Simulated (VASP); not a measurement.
# AlN (gw) (I-4m2) in VASP: notebook

The runs below take AlN (gw) through single point, with PBEsol.

Program: VASP 6.6.1. These are calculated values, not measurements. Logs are shortened: lines on timing, memory, paths and dates and some standing lists are left out, and cuts for length are marked.

## (1) The cell of the first run

It takes space group I-4m2 (No. 119, tetragonal). The conventional cell has a = 3.079 Å, b = 3.079 Å, c = 4.443 Å, α = 90.00°, β = 90.00°, γ = 90.00°. Al (site symmetry -4m2) has 4 N at 1.90 Å within 2.5 Å. N (site symmetry -4m2) has 4 Al at 1.90 Å within 2.5 Å.

## (2) Single point, PBEsol

The input, INCAR:

```
SYSTEM = AlN
PREC     = Accurate       ! precision mode
ENCUT    = 600            ! plane-wave cutoff, eV
EDIFF    = 1E-6           ! SCF threshold, eV
ISMEAR   = 0              ! smearing method
SIGMA    = 0.01           ! smearing width, eV
LREAL    = .False.        ! projectors in reciprocal space
LASPH    = .True.         ! aspherical terms in the spheres
NELM     = 120            ! most SCF steps
ALGO     = Normal         ! electronic algorithm
ISIF     = 2              ! what is computed and relaxed
LWAVE    = .False.        ! write WAVECAR
LCHARG   = .False.        ! write CHGCAR
GGA      = PS             ! functional
NBANDS   = 11             ! bands
GGA_COMPAT= .False.
```

The input, KPOINTS:

```
Automatic mesh
0
Gamma
  6 6 6
  0 0 0
```

The input, POSCAR:

```
AlN
1.0
    0.0000000000      2.1773538237      2.2215202523
    2.1773538237      0.0000000000      2.2215202523
    2.1773538237      2.1773538237      0.0000000000
Al N
1 1
Direct
    0.0000000000      0.0000000000      0.0000000000
    0.2500000000      0.2500000000      0.2500000000
```

Potentials or basis: VASP PAW PBE potentials, release 64 (Al, N).

Launch:

```console
$ cat potpaw_PBE.64/Al/POTCAR potpaw_PBE.64/N/POTCAR > POTCAR
$ mpirun -np 1 vasp_std > vasp.out
```

OUTCAR:

```text
SYSTEM = AlN
   PREC = Accurate
   ENCUT = 600
   EDIFF = 1E-6
   ISMEAR = 0
   LREAL = .False.
   LASPH = .True.
   NELM = 120
   ISIF = 2
   GGA = PS

 ion  position               nearest neighbor table
   1  0.000  0.000  0.000-   2 1.90   2 1.90   2 1.90   2 1.90
   2  0.250  0.250  0.250-   1 1.90   1 1.90   1 1.90   1 1.90

  LATTYP: Found a body centered tetragonal cell.
 ALAT       =     3.0792433076
 C/A-ratio  =     1.4429001092

  Lattice vectors:

 A1 = (  -2.1773538237,   0.0000000000,   2.2215202523)
 A2 = (   2.1773538237,   0.0000000000,   2.2215202523)
 A3 = (   0.0000000000,   2.1773538237,  -2.2215202523)

Analysis of symmetry for initial positions (statically):
=====================================================================
 Subroutine PRICEL returns:
 Original cell was already a primitive cell.

 Routine SETGRP: Setting up the symmetry group for a
 body centered tetragonal supercell.

 Subroutine GETGRP returns: Found  8 space group operations
 (whereof  8 operations were pure point group operations)
 out of a pool of 16 trial point group operations.

The static configuration has the point symmetry D_2d.

Analysis of symmetry for dynamics (positions and initial velocities):
=====================================================================
 Subroutine PRICEL returns:
 Original cell was already a primitive cell.

 Routine SETGRP: Setting up the symmetry group for a
 body centered tetragonal supercell.

 Subroutine GETGRP returns: Found  8 space group operations
 (whereof  8 operations were pure point group operations)
 out of a pool of 16 trial point group operations.

The dynamic configuration has the point symmetry D_2d.

 Subroutine INISYM returns: Found  8 space group operations
 (whereof  8 operations are pure point group operations),
 and found     1 'primitive' translations

----------------------------------------------------------------------------------------

                                     Primitive cell

  volume of cell :      21.0639

  direct lattice vectors                    reciprocal lattice vectors
     0.000000000  2.177353824  2.221520252    -0.229636541  0.229636541  0.225071097
     2.177353824  0.000000000  2.221520252     0.229636541 -0.229636541  0.225071097
     2.177353824  2.177353824  0.000000000     0.229636541  0.229636541 -0.225071097

  length of vectors
     3.110630467  3.110630467  3.079243308     0.395123880  0.395123880  0.395123880

  position of ions in fractional coordinates (direct lattice)
     0.000000000  0.000000000  0.000000000
     0.250000000  0.250000000  0.250000000

  ion indices of the primitive-cell ions
   primitive index   ion index
                 1           1
                 2           2

----------------------------------------------------------------------------------------

 KPOINTS: Automatic mesh

Automatic generation of k-mesh.
 Grid dimensions read from file:
 generate k-points for:    6    6    6

 Generating k-lattice:

  Cartesian coordinates                     Fractional coordinates (reciprocal lattice)
    -0.038272757  0.038272757  0.037511849     0.166666667 -0.000000000  0.000000000
     0.038272757 -0.038272757  0.037511849    -0.000000000  0.166666667  0.000000000
     0.038272757  0.038272757 -0.037511849     0.000000000  0.000000000  0.166666667

  Length of vectors
     0.065853980  0.065853980  0.065853980

  Shift w.r.t. Gamma in fractional coordinates (k-lattice)
     0.000000000  0.000000000  0.000000000

 Subroutine IBZKPT returns following result:
 ===========================================

 Found     30 irreducible k-points:

 Following reciprocal coordinates:
            Coordinates               Weight
  0.000000  0.000000  0.000000      1.000000
  0.166667 -0.000000  0.000000      8.000000
  0.333333 -0.000000  0.000000      8.000000
  0.500000  0.000000  0.000000      4.000000
  0.166667  0.166667  0.000000      2.000000
  0.333333  0.166667  0.000000      8.000000
[... 16 lines left out ...]
  0.333333  0.000000  0.333333      4.000000
  0.500000  0.000000  0.333333     16.000000
 [... further k-points ...]
   k-points           NKPTS =     30   k-points in BZ     NKDIM =     30   number of bands    NBANDS=     11
   number of dos      NEDOS =    301   number of ions     NIONS =      2
   total plane-waves  NPLWV =  21952
   dimension x,y,z NGX =    28 NGY =   28 NGZ =   28
   dimension x,y,z NGXF=    56 NGYF=   56 NGZF=   56
   ions per type =               1   1
   NGX,Y,Z   is equivalent  to a cutoff of  14.96, 14.96, 15.12 a.u.
   NGXF,Y,Z  is equivalent  to a cutoff of  29.93, 29.93, 30.23 a.u.
 SYSTEM =  AlN
   PREC   = accura    normal or accurate (medium, high low for compatibility)
   ISTART =      0    job   : 0-new  1-cont  2-samecut
   ICHARG =      2    charge: 1-file 2-atom 10-const
   ISPIN  =      1    spin polarized calculation?
   LNONCOLLINEAR =      F non collinear calculations
   LSORBIT =      F    spin-orbit coupling
   LASPH  =      T    aspherical Exc in radial PAW
   ENCUT  =  600.0 eV  44.10 Ry    6.64 a.u.   6.21  6.21  6.15*2*pi/ulx,y,z
   NELM   =    120;   NELMIN=  2; NELMDL= -5     # of ELM steps
   EDIFF  = 0.1E-05   stopping-criterion for ELM
   LREAL  =      F    real-space projection
   EDIFFG = 0.1E-04   stopping-criterion for IOM
   NSW    =      0    number of steps for IOM
   IBRION =     -1    ionic relax: 0-MD 1-quasi-New 2-CG
   NFREE  =      0    steps in history (QN), initial steepest desc. (CG)
   ISIF   =      2    stress and relaxation
   ISYM   =      2    0-nonsym 1-usesym 2-fastsym
   POTIM  = 0.5000    time-step for ionic-motion
   TEBEG  =    0.0;   TEEND  =   0.0 temperature during run
   PSTRESS=    0.0 pullay stress
   NELECT =       8.0000    total number of electrons
   NUPDOWN=      -1.0000    fix difference up-down
   EMIN   =  10.00;   EMAX   =-10.00  energy-range for DOS
   EFERMI =   0.00;   METHOD = LEGACY
   ISMEAR =     0;   SIGMA  =   0.01  broadening in eV -4-tet -1-fermi 0-gaus
   EFERMI_NEDOS =   21; number of points for ismear=-14 and -15
   IALGO  =     38    algorithm
   IMIX   =      4    mixing-type and parameters
     AMIX     =   0.40;   BMIX     =  1.00
     AMIX_MAG =   1.60;   BMIX_MAG =  1.00
  volume/ion in A,a.u.               =      10.53        71.07
  Fermi-wavevector in a.u.,A,eV,Ry     =   1.185565  2.240393 19.123867  1.405565
  Thomas-Fermi vector in A             =   2.321756
   LORBIT       =      0    0 simple, 1 ext, 2 COOP (PROOUT), +10 PAW based schemes
   GGA     = PS    functional components
   LHFCALC =     F    Hartree Fock is set to
   AEXX    =    0.0000 exact exchange contribution
   IVDW    =     0    specifies the selected vdW correction
   LEPSILON=     F    determine dielectric tensor
   LRPA    =     F    only Hartree local field effects (RPA)
 non-spin polarized calculation
 Gauss-broadening in eV      SIGMA  =   0.01
  energy-cutoff  :      600.00
  volume of cell :       21.06
 maximum number of plane-waves:       717
 NGX is ok and might be reduce to    28
   NGX = 13   NGY = 13   NGZ = 13

 number of electron       7.9999999 magnetization

 Free energy of the ion-electron system (eV)
  ---------------------------------------------------
  ext. energy  EPLUGINS =         0.00000000
  ---------------------------------------------------
  free energy    TOTEN  =       -15.60839880 eV

  energy without entropy =      -15.60839880  energy(sigma->0) =      -15.60839880

 E-fermi :   5.8529     XC(G=0): -11.0816

 val. band max:        5.8083359639   @ k =   0.0000   0.0000   0.0000
 cond. band min:       8.9295679025   @ k =   0.5000   0.0000   0.5000
 fundamental gap:      3.1212319386
 Fermi energy:         5.8529222919

 k-point     1 :       0.0000    0.0000    0.0000
  band No.  band energies     occupation
      1      -9.1176      2.00000
      2       5.7214      2.00000
      3       5.8083      2.00000
      4       5.8083      2.00000
      5       9.8125      0.00000
      6      18.1325      0.00000
      7      18.1325      0.00000
      8      18.1524      0.00000
      9      22.9247      0.00000
     10      23.6028      0.00000
     11      24.1232      0.00000

 k-point     2 :       0.1667   -0.0000    0.0000
  band No.  band energies     occupation
      1      -8.7203      2.00000
      2       3.9133      2.00000
      3       5.6021      2.00000
      4       5.6907      2.00000
      5      11.2398      0.00000
      6      17.2066      0.00000
      7      18.2490      0.00000
      8      18.3681      0.00000
      9      21.2863      0.00000
     10      21.6228      0.00000
     11      23.2033      0.00000

 k-point     3 :       0.3333   -0.0000    0.0000
  band No.  band energies     occupation
      1      -7.7329      2.00000
      2       1.2176      2.00000
      3       5.3339      2.00000
      4       5.4786      2.00000
      5      12.6045      0.00000
      6      15.9672      0.00000
      7      17.1800      0.00000
      8      17.5038      0.00000
      9      22.7425      0.00000
     10      23.0385      0.00000
     11      23.2100      0.00000
[... 267 lines left out ...]
 k-point    23 :       0.3333    0.0000    0.3333
  band No.  band energies     occupation
      1      -7.2694      2.00000
      2       1.9150      2.00000
      3       4.3252      2.00000
      4       4.3456      2.00000
      5      10.4613      0.00000
      6      14.8647      0.00000
      7      18.0184      0.00000
      8      20.0442      0.00000
      9      20.5799      0.00000
     10      26.4027      0.00000
     11      29.3892      0.00000

 k-point    24 :       0.5000    0.0000    0.3333
  band No.  band energies     occupation
      1      -6.6066      2.00000
      2       1.2566      2.00000
      3       3.2267      2.00000
      4       4.2264      2.00000
      5      10.2933      0.00000
      6      15.1155      0.00000
      7      18.4996      0.00000
      8      20.0346      0.00000
      9      20.9331      0.00000
     10      27.0576      0.00000
     11      29.4953      0.00000

 [... further k-points ...]

------------------------ aborting loop because EDIFF is reached ----------------------------------------

  FORCE on cell =-STRESS in cart. coord.  units (eV):
  Direction    XX          YY          ZZ          XY          YZ          ZX
  --------------------------------------------------------------------------------------
  -------------------------------------------------------------------------------------
  Total       -0.0194360     -0.0194360     -0.3852227      0.0000000      0.0000000      0.0000000
  in kB       -1.4783560     -1.4783560    -29.3011178      0.0000000      0.0000000      0.0000000
  external PRESSURE =     -10.7526099 kB  Pullay stress =       0.0000000 kB

 VOLUME and BASIS-vectors are now :
 -----------------------------------------------------------------------------
  energy-cutoff  :      600.00
  volume of cell :       21.06
      direct lattice vectors                 reciprocal lattice vectors
     0.000000000  2.177353824  2.221520252    -0.229636541  0.229636541  0.225071097
     2.177353824  0.000000000  2.221520252     0.229636541 -0.229636541  0.225071097
     2.177353824  2.177353824  0.000000000     0.229636541  0.229636541 -0.225071097

 POSITION                                       TOTAL-FORCE (eV/Angst)
 -----------------------------------------------------------------------------------
      0.00000      0.00000      0.00000        -0.000000     -0.000000     -0.000000
      1.08868      1.08868      1.11076         0.000000      0.000000      0.000000
 -----------------------------------------------------------------------------------
    total drift:                               -0.000000     -0.000000      0.000000

  FREE ENERGIE OF THE ION-ELECTRON SYSTEM (eV)
  ---------------------------------------------------
  free  energy   TOTEN  =       -15.6083987991 eV

  energy  without entropy=      -15.6083987991  energy(sigma->0) =      -15.60839880
```

Wall time 7.4 s (1 thread of AMD EPYC 7R13 (Zen 3), shared host); peak memory 0.12 GiB.

Results:

| Item | Value |
| --- | --- |
| Free energy | -15.6084 eV |
| Pressure | -1.1 GPa |
| Band gap on the k mesh | 3.12 eV, indirect (least direct gap 4.00 eV) |

Caveat: the PAW data sets were made with another functional, which shifts forces and pressure a little.

## (3) Single point, PBEsol

The input, INCAR:

```
PREC = Accurate ; ENCUT = 600
EDIFF = 1E-6 ; ISMEAR = 0
SIGMA = 0.01 ; LREAL = False
LASPH = True ; NELM = 120
ALGO = Normal ; ISIF = 2
LWAVE = False ; LCHARG = False
GGA = PS ; NBANDS = 11
GGA_COMPAT = False
```

The input, KPOINTS:

```
regular mesh
0
Gamma
  6 6 6
```

POSCAR is that of step 2.

Potentials or basis: VASP PAW PBE potentials, release 64 (Al, N).

Launch:

```console
$ cat potpaw_PBE.64/Al/POTCAR potpaw_PBE.64/N/POTCAR > POTCAR
$ mpirun -np 1 vasp_std > vasp.out
```

Wall time 7.1 s (1 thread of AMD EPYC 7R13 (Zen 3), shared host); peak memory 0.12 GiB.

The run converged. Its results:

- Free energy: -15.6084 eV
- Pressure: -1.1 GPa
- Band gap on the k mesh: 3.12 eV, indirect (least direct gap 4.00 eV)

Stress tensor (GPa, compression positive):
```
-0.15  0.00  0.00
 0.00 -0.15  0.00
 0.00  0.00 -2.93
```

Levels at points of the mesh, in eV from the valence-band top:
```tsv
k point	band 1	band 2	band 3	band 4	band 5	band 6	band 7	band 8
(0.00, 0.00, 0.00)	-14.93	-0.09	0.00	0.00	4.00	12.32	12.32	12.34
(0.50, 0.00, 0.00)	-12.87	-5.90	-0.60	-0.43	7.14	9.66	10.77	11.12
(0.50, 0.50, 0.00)	-12.30	-5.07	-1.70	-1.70	3.21	8.59	13.46	15.57
(0.50, 0.00, 0.50)	-12.21	-4.88	-1.86	-1.86	3.12	8.28	13.81	15.11
```

Caveat: the PAW data sets were made with another functional, which shifts forces and pressure a little. A k mesh can miss the band edges.
